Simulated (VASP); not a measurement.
Here is a VASP 6.6.1 calculation.

Contents of INCAR:

```
PREC = Accurate ; ENCUT = 520
EDIFF = 1E-6 ; ISMEAR = -1
SIGMA = 0.05 ; LREAL = False
LASPH = True ; NELM = 150
ALGO = Normal ; ISIF = 2
LWAVE = False ; LCHARG = True
ISPIN = 2 ; MAGMOM = 1.799 -1.799
LORBIT = 11 ; LMAXMIX = 4
GGA = PE ; LELF = True
LVHAR = True ; NBANDS = 24
```

KPOINTS

```
Automatic mesh
0
Gamma
  14 14 10
```

POSCAR

```
Mn
1.0
    2.6711199626      0.0000000000      0.0000000000
    0.0000000000      2.6711199626      0.0000000000
    0.0000000000      0.0000000000      3.5911942739
Mn
2
Direct
    1.0000000000      0.0000000000      0.0000000000
    0.5000000000      0.5000000000      0.5000000000
```

Potentials or basis: VASP PAW PBE potentials, release 64 (Mn_pv).

Run with:

```sh
$ cat potpaw_PBE.64/Mn_pv/POTCAR > POTCAR
$ mpirun -np 1 vasp_std > vasp.out
```

Task: Estimate the pressure.

Result: -12.1 GPa.

Task: Estimate the net moment.

Result: 0.00 μB per cell.

Stress tensor (GPa, compression positive):
```
-12.56   0.00   0.00
  0.00 -12.56   0.00
  0.00   0.00 -11.07
```
